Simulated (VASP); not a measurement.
# InGaAs2 (P-4m2) in VASP: single point with PBEsol

Aim: the single point of InGaAs2 with PBEsol.

Everything below comes from runs of VASP 6.6.1. Logs are shortened: lines on timing, memory, paths and dates and some standing lists are left out, and cuts for length are marked.

## (1) The cell of the first run

Symmetry: P-4m2, No. 115, tetragonal system. The conventional cell has a = 4.551 Å, b = 4.551 Å, c = 5.138 Å, α = 90.00°, β = 90.00°, γ = 90.00°. In (site symmetry -4m2) has 4 As at 2.66 Å within 3.5 Å. Within 3.4 Å of Ga (site symmetry -4m2) lie 4 As at 2.57 Å. Within 3.4 Å of As (site symmetry 2mm) lie 2 Ga at 2.57 Å and 2 In at 2.66 Å.

## (2) Single point, PBEsol

INCAR reads:

```
PREC = Accurate
ENCUT = 520
EDIFF = 1E-7
ISMEAR = 0
SIGMA = 0.15
LREAL = False
LASPH = True
NELM = 60
ALGO = Normal
ISIF = 2
LWAVE = False
LCHARG = False
GGA = PS
NBANDS = 26
```

KPOINTS reads:

```
regular mesh
0
Gamma
  12 12 10
```

POSCAR reads:

```
InGaAs2
1.0
    4.5512445769      0.0000000000      0.0000000000
    0.0000000000      4.5512445769      0.0000000000
    0.0000000000      0.0000000000      5.1380233913
In Ga As
1 1 2
Direct
    0.0000000000      0.0000000000      0.5000000000
    0.5000000000      0.5000000000      0.0000000000
    0.5000000000      0.0000000000      0.7684750000
    0.0000000000      0.5000000000      0.2315250000
```

Potentials or basis: VASP PAW PBE potentials, release 64 (In_d, Ga_d, As).

The run is started by

```bash
cat potpaw_PBE.64/In_d/POTCAR potpaw_PBE.64/Ga_d/POTCAR potpaw_PBE.64/As/POTCAR > POTCAR
mpirun -np 1 vasp_std > vasp.out
```

OUTCAR:

```text
PREC = Accurate
   ENCUT = 520
   EDIFF = 1E-7
   ISMEAR = 0
   LREAL = False
   LASPH = True
   NELM = 60
   ISIF = 2
   GGA = PS

 ion  position               nearest neighbor table
   1  0.000  0.000  0.500-   3 2.66   4 2.66   4 2.66   3 2.66
   2  0.500  0.500  0.000-   3 2.57   4 2.57   3 2.57   4 2.57
   3  0.500  0.000  0.768-   2 2.57   2 2.57   1 2.66   1 2.66
   4  0.000  0.500  0.232-   2 2.57   2 2.57   1 2.66   1 2.66

  LATTYP: Found a simple tetragonal cell.
 ALAT       =     4.5512445769
 C/A-ratio  =     1.1289271109

  Lattice vectors:

 A1 = (   4.5512445769,   0.0000000000,   0.0000000000)
 A2 = (   0.0000000000,   4.5512445769,   0.0000000000)
 A3 = (   0.0000000000,   0.0000000000,   5.1380233913)

Analysis of symmetry for initial positions (statically):
=====================================================================
 Subroutine PRICEL returns:
 Original cell was already a primitive cell.

 Routine SETGRP: Setting up the symmetry group for a
 simple tetragonal supercell.

 Subroutine GETGRP returns: Found  8 space group operations
 (whereof  8 operations were pure point group operations)
 out of a pool of 16 trial point group operations.

The static configuration has the point symmetry D_2d.

Analysis of symmetry for dynamics (positions and initial velocities):
=====================================================================
 Subroutine PRICEL returns:
 Original cell was already a primitive cell.

 Routine SETGRP: Setting up the symmetry group for a
 simple tetragonal supercell.

 Subroutine GETGRP returns: Found  8 space group operations
 (whereof  8 operations were pure point group operations)
 out of a pool of 16 trial point group operations.

The dynamic configuration has the point symmetry D_2d.

 Subroutine INISYM returns: Found  8 space group operations
 (whereof  8 operations are pure point group operations),
 and found     1 'primitive' translations

----------------------------------------------------------------------------------------

                                     Primitive cell

  volume of cell :     106.4281

  direct lattice vectors                    reciprocal lattice vectors
     4.551244577  0.000000000  0.000000000     0.219720119  0.000000000  0.000000000
     0.000000000  4.551244577  0.000000000     0.000000000  0.219720119  0.000000000
     0.000000000  0.000000000  5.138023391     0.000000000  0.000000000  0.194627374

  length of vectors
     4.551244577  4.551244577  5.138023391     0.219720119  0.219720119  0.194627374

  position of ions in fractional coordinates (direct lattice)
     0.000000000  0.000000000  0.500000000
     0.500000000  0.500000000  0.000000000
     0.500000000  0.000000000  0.768475000
     0.000000000  0.500000000  0.231525000

  ion indices of the primitive-cell ions
   primitive index   ion index
                 1           1
                 2           2
                 3           3
                 4           4

----------------------------------------------------------------------------------------

 KPOINTS: regular mesh

Automatic generation of k-mesh.
 Grid dimensions read from file:
 generate k-points for:   12   12   10

 Generating k-lattice:

  Cartesian coordinates                     Fractional coordinates (reciprocal lattice)
     0.018310010  0.000000000  0.000000000     0.083333333  0.000000000  0.000000000
     0.000000000  0.018310010  0.000000000     0.000000000  0.083333333  0.000000000
     0.000000000  0.000000000  0.019462737     0.000000000  0.000000000  0.100000000

  Length of vectors
     0.018310010  0.018310010  0.019462737

  Shift w.r.t. Gamma in fractional coordinates (k-lattice)
     0.000000000  0.000000000  0.000000000

 Subroutine IBZKPT returns following result:
 ===========================================

 Found    168 irreducible k-points:

 Following reciprocal coordinates:
            Coordinates               Weight
  0.000000  0.000000  0.000000      1.000000
  0.083333  0.000000  0.000000      4.000000
  0.166667  0.000000  0.000000      4.000000
  0.250000  0.000000  0.000000      4.000000
  0.333333  0.000000  0.000000      4.000000
  0.416667  0.000000  0.000000      4.000000
[... 16 lines left out ...]
  0.333333  0.333333  0.000000      4.000000
  0.416667  0.333333  0.000000      8.000000
 [... further k-points ...]
   k-points           NKPTS =    168   k-points in BZ     NKDIM =    168   number of bands    NBANDS=     26
   number of dos      NEDOS =    301   number of ions     NIONS =      4
   total plane-waves  NPLWV =  51840
   dimension x,y,z NGX =    36 NGY =   36 NGZ =   40
   dimension x,y,z NGXF=    72 NGYF=   72 NGZF=   80
   ions per type =               1   1   2
   NGX,Y,Z   is equivalent  to a cutoff of  13.15, 13.15, 12.94 a.u.
   NGXF,Y,Z  is equivalent  to a cutoff of  26.30, 26.30, 25.88 a.u.
 SYSTEM =  unknown system
   PREC   = accura    normal or accurate (medium, high low for compatibility)
   ISTART =      0    job   : 0-new  1-cont  2-samecut
   ICHARG =      2    charge: 1-file 2-atom 10-const
   ISPIN  =      1    spin polarized calculation?
   LNONCOLLINEAR =      F non collinear calculations
   LSORBIT =      F    spin-orbit coupling
   LASPH  =      T    aspherical Exc in radial PAW
   ENCUT  =  520.0 eV  38.22 Ry    6.18 a.u.   8.46  8.46  9.55*2*pi/ulx,y,z
   NELM   =     60;   NELMIN=  2; NELMDL= -5     # of ELM steps
   EDIFF  = 0.1E-06   stopping-criterion for ELM
   LREAL  =      F    real-space projection
   EDIFFG = 0.1E-05   stopping-criterion for IOM
   NSW    =      0    number of steps for IOM
   IBRION =     -1    ionic relax: 0-MD 1-quasi-New 2-CG
   NFREE  =      0    steps in history (QN), initial steepest desc. (CG)
   ISIF   =      2    stress and relaxation
   ISYM   =      2    0-nonsym 1-usesym 2-fastsym
   POTIM  = 0.5000    time-step for ionic-motion
   TEBEG  =    0.0;   TEEND  =   0.0 temperature during run
   PSTRESS=    0.0 pullay stress
   NELECT =      36.0000    total number of electrons
   NUPDOWN=      -1.0000    fix difference up-down
   EMIN   =  10.00;   EMAX   =-10.00  energy-range for DOS
   EFERMI =   0.00;   METHOD = LEGACY
   ISMEAR =     0;   SIGMA  =   0.15  broadening in eV -4-tet -1-fermi 0-gaus
   EFERMI_NEDOS =   21; number of points for ismear=-14 and -15
   IALGO  =     38    algorithm
   IMIX   =      4    mixing-type and parameters
     AMIX     =   0.40;   BMIX     =  1.00
     AMIX_MAG =   1.60;   BMIX_MAG =  1.00
  volume/ion in A,a.u.               =      26.61       179.55
  Fermi-wavevector in a.u.,A,eV,Ry     =   1.140662  2.155538 17.702664  1.301109
  Thomas-Fermi vector in A             =   2.277363
   LORBIT       =      0    0 simple, 1 ext, 2 COOP (PROOUT), +10 PAW based schemes
   GGA     = PS    functional components
   LHFCALC =     F    Hartree Fock is set to
   AEXX    =    0.0000 exact exchange contribution
   IVDW    =     0    specifies the selected vdW correction
   LEPSILON=     F    determine dielectric tensor
   LRPA    =     F    only Hartree local field effects (RPA)
 non-spin polarized calculation
 Gauss-broadening in eV      SIGMA  =   0.15
  energy-cutoff  :      520.00
  volume of cell :      106.43
 maximum number of plane-waves:      2888
 NGX is ok and might be reduce to    36
   NGX = 17   NGY = 17   NGZ = 19

 number of electron      36.0000012 magnetization

 Free energy of the ion-electron system (eV)
  ---------------------------------------------------
  ext. energy  EPLUGINS =         0.00000000
  ---------------------------------------------------
  free energy    TOTEN  =       -17.07450620 eV

  energy without entropy =      -17.07302361  energy(sigma->0) =      -17.07376491

 E-fermi :   3.7952     XC(G=0):  -9.3114

 val. band max:        3.7594062223   @ k =   0.0833   0.0833   0.0000
 cond. band min:       3.8507899437   @ k =   0.0000   0.0000   0.0000
 fundamental gap:      0.0913837214
 Fermi energy:         3.7951922852

 k-point     1 :       0.0000    0.0000    0.0000
  band No.  band energies     occupation
      1     -11.1744      2.00000
      2     -11.1531      2.00000
      3     -11.1531      2.00000
      4     -11.1517      2.00000
      5     -11.0669      2.00000
      6     -10.7116      2.00000
[... 18 lines left out ...]
     25      10.7163      0.00000
     26      11.4826      0.00000

 k-point     2 :       0.0833    0.0000    0.0000
  band No.  band energies     occupation
      1     -11.1742      2.00000
      2     -11.1546      2.00000
      3     -11.1530      2.00000
      4     -11.1495      2.00000
      5     -11.0671      2.00000
      6     -10.7099      2.00000
[... 18 lines left out ...]
     25      10.9544      0.00000
     26      11.2462      0.00000

 k-point     3 :       0.1667    0.0000    0.0000
  band No.  band energies     occupation
      1     -11.1738      2.00000
      2     -11.1560      2.00000
      3     -11.1527      2.00000
      4     -11.1459      2.00000
      5     -11.0677      2.00000
      6     -10.7052      2.00000
[... 18 lines left out ...]
     25      10.9165      0.00000
     26      11.2412      0.00000

 k-point     4 :       0.2500    0.0000    0.0000
  band No.  band energies     occupation
      1     -11.1742      2.00000
      2     -11.1567      2.00000
      3     -11.1522      2.00000
      4     -11.1414      2.00000
      5     -11.0685      2.00000
      6     -10.6992      2.00000
[... 18 lines left out ...]
     25      10.6986      0.00000
     26      10.7865      0.00000

 k-point     5 :       0.3333    0.0000    0.0000
  band No.  band energies     occupation
      1     -11.1753      2.00000
      2     -11.1569      2.00000
      3     -11.1518      2.00000
      4     -11.1367      2.00000
      5     -11.0694      2.00000
      6     -10.6938      2.00000
[... 18 lines left out ...]
     25      10.2109      0.00000
     26      10.3234      0.00000

 k-point     6 :       0.4167    0.0000    0.0000
  band No.  band energies     occupation
      1     -11.1764      2.00000
      2     -11.1568      2.00000
      3     -11.1515      2.00000
      4     -11.1332      2.00000
      5     -11.0700      2.00000
      6     -10.6903      2.00000
[... 427 lines left out ...]
 k-point    21 :       0.4167    0.2500    0.0000
  band No.  band energies     occupation
      1     -11.1781      2.00000
      2     -11.1719      2.00000
      3     -11.1424      2.00000
      4     -11.1222      2.00000
      5     -11.0724      2.00000
      6     -10.6841      2.00000
[... 18 lines left out ...]
     25       9.6879      0.00000
     26      11.2152      0.00000

 k-point    22 :       0.5000    0.2500    0.0000
  band No.  band energies     occupation
      1     -11.1789      2.00000
      2     -11.1721      2.00000
      3     -11.1422      2.00000
      4     -11.1207      2.00000
      5     -11.0727      2.00000
      6     -10.6837      2.00000
[... 18 lines left out ...]
     25      10.8318      0.00000
     26      10.9139      0.00000

 k-point    23 :       0.3333    0.3333    0.0000
  band No.  band energies     occupation
      1     -11.1773      2.00000
      2     -11.1749      2.00000
      3     -11.1417      2.00000
      4     -11.1205      2.00000
      5     -11.0727      2.00000
      6     -10.6831      2.00000
[... 18 lines left out ...]
     25       9.4824      0.00000
     26      10.4616      0.00000

 k-point    24 :       0.4167    0.3333    0.0000
  band No.  band energies     occupation
      1     -11.1791      2.00000
      2     -11.1765      2.00000
      3     -11.1410      2.00000
      4     -11.1164      2.00000
      5     -11.0736      2.00000
      6     -10.6813      2.00000
[... 18 lines left out ...]
     25       9.8123      0.00000
     26      11.2448      0.00000

 [... further k-points ...]

------------------------ aborting loop because EDIFF is reached ----------------------------------------

  FORCE on cell =-STRESS in cart. coord.  units (eV):
  Direction    XX          YY          ZZ          XY          YZ          ZX
  --------------------------------------------------------------------------------------
  -------------------------------------------------------------------------------------
  Total       -3.5629588     -3.5629588      0.6534676      0.0000000      0.0000000     -0.0000000
  in kB      -53.6370588    -53.6370588      9.8373524      0.0000000      0.0000000     -0.0000000
  external PRESSURE =     -32.4789217 kB  Pullay stress =       0.0000000 kB

 VOLUME and BASIS-vectors are now :
 -----------------------------------------------------------------------------
  energy-cutoff  :      520.00
  volume of cell :      106.43
      direct lattice vectors                 reciprocal lattice vectors
     4.551244577  0.000000000  0.000000000     0.219720119  0.000000000  0.000000000
     0.000000000  4.551244577  0.000000000     0.000000000  0.219720119  0.000000000
     0.000000000  0.000000000  5.138023391     0.000000000  0.000000000  0.194627374

 POSITION                                       TOTAL-FORCE (eV/Angst)
 -----------------------------------------------------------------------------------
      0.00000      0.00000      2.56901         0.000000     -0.000000      0.000000
      2.27562      2.27562      0.00000        -0.000000      0.000000      0.000000
      2.27562      0.00000      3.94844         0.000000     -0.000000      0.153697
      0.00000      2.27562      1.18958        -0.000000     -0.000000     -0.153697
 -----------------------------------------------------------------------------------
    total drift:                                0.000000      0.000000      0.000000

  FREE ENERGIE OF THE ION-ELECTRON SYSTEM (eV)
  ---------------------------------------------------
  free  energy   TOTEN  =       -17.0745062007 eV

  energy  without entropy=      -17.0730236117  energy(sigma->0) =      -17.07376491
```

Wall time 3 min (1 thread of Intel Xeon 6975P-C (Granite Rapids), shared host); peak memory 0.58 GiB.

Results:

| Quantity | Value |
| --- | --- |
| Free energy | -17.0745 eV |
| Pressure | -3.2 GPa |
| Largest force | 0.154 eV/Å |
| Band gap on the k mesh | zero (bands 18 and 19 overlap by 0.05 eV) |

Forces on the atoms (eV/Å):
```
In   0.000  0.000  0.000
Ga   0.000  0.000  0.000
As   0.000  0.000  0.154
As   0.000  0.000 -0.154
```

Caveat: the cell stands under tension; semilocal functionals underestimate gaps, so a narrow gap can read as zero; the PAW data sets were made with another functional, which shifts forces and pressure a little; spin-orbit coupling is left out, which moves the levels of the heavy elements.
